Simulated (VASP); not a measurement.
A run of VASP 6.6.1:

The input INCAR:

```
  PREC = Accurate
  ENCUT = 520
  EDIFF = 1E-6
  ISMEAR = -1
  SIGMA = 0.05
  LREAL = F
  LASPH = T
  NELM = 120
  ALGO = Normal
  ISIF = 2
  LWAVE = F
  LCHARG = T
  GGA = PE
  LELF = T
  LVHAR = T
  NBANDS = 60
  GGA_COMPAT = F
```

Contents of KPOINTS:

```
regular mesh
0
Gamma
  1 1 1
```

The input POSCAR:

```
AgH16O8F
1.0
    6.5731380000      0.0000000000      0.0000000000
    0.0000000000      6.5731380000      0.0000000000
    0.0000000000      0.0000000000      6.5731380000
O H Ag F
8 16 1 1
Direct
    0.9033737007      0.6787625636      0.5083873182
    0.2550836450      0.5278300866      0.7361780629
    0.5574050020      0.7458842337      1.1049973392
    0.1455621349      0.0208880446      0.5933695596
    0.8572161424      0.4390901271      0.2070244075
    0.5611322933     -0.1123359954      0.7487595727
    0.9042865067      0.2612755125      0.8319009885
    0.7346110792      1.1044648690      0.3918676285
    0.8003483268      0.6892446195      0.6175132790
    0.8742095480      0.5790385049      0.4039470950
    0.1268496113      0.5188085204      0.6515153036
    0.2887357606      0.3874253058      0.7217709411
    0.6750656992      0.6617995849      1.1112196336
    0.5625775695      0.7937609099      0.9658248465
    0.2148288991      0.1052313218      0.4949994964
    0.1026602515     -0.1044097964      0.5168459874
    0.7566249180      0.3617298161      0.2870318560
    0.9526956531      0.3401875938      0.1542337921
    0.6350543682     -0.0123228814      0.6757046634
    0.4312552087     -0.1504304337      0.6820486653
    0.7759764058      0.2281862940      0.7729793593
    0.9739944605      0.1392181330      0.7595763241
    0.6929566974      0.9948520783      0.2959012879
    0.8844329755      1.0971015670      0.3620188714
    0.3240005002      0.4692735798      0.1491525052
    0.1932562499      0.1908981677      0.2277907447
```

Potentials or basis: VASP PAW PBE potentials, release 64 (O, H, Ag, F).

The run is started by

```bash
$ cat potpaw_PBE.64/O/POTCAR potpaw_PBE.64/H/POTCAR potpaw_PBE.64/Ag/POTCAR potpaw_PBE.64/F/POTCAR > POTCAR
$ mpirun -np 1 vasp_gam > vasp.out
```

Hardware: 1 thread of Intel(R) Xeon(R) 6975P-C (Granite Rapids), on a shared host.

Problem. How long does it take, and how much memory?

Solution. Wall time 19 s on 1 thread of Intel(R) Xeon(R) 6975P-C (Granite Rapids), on a shared host, peak memory 0.33 GiB. Counts: scf iterations 15, k points 1.
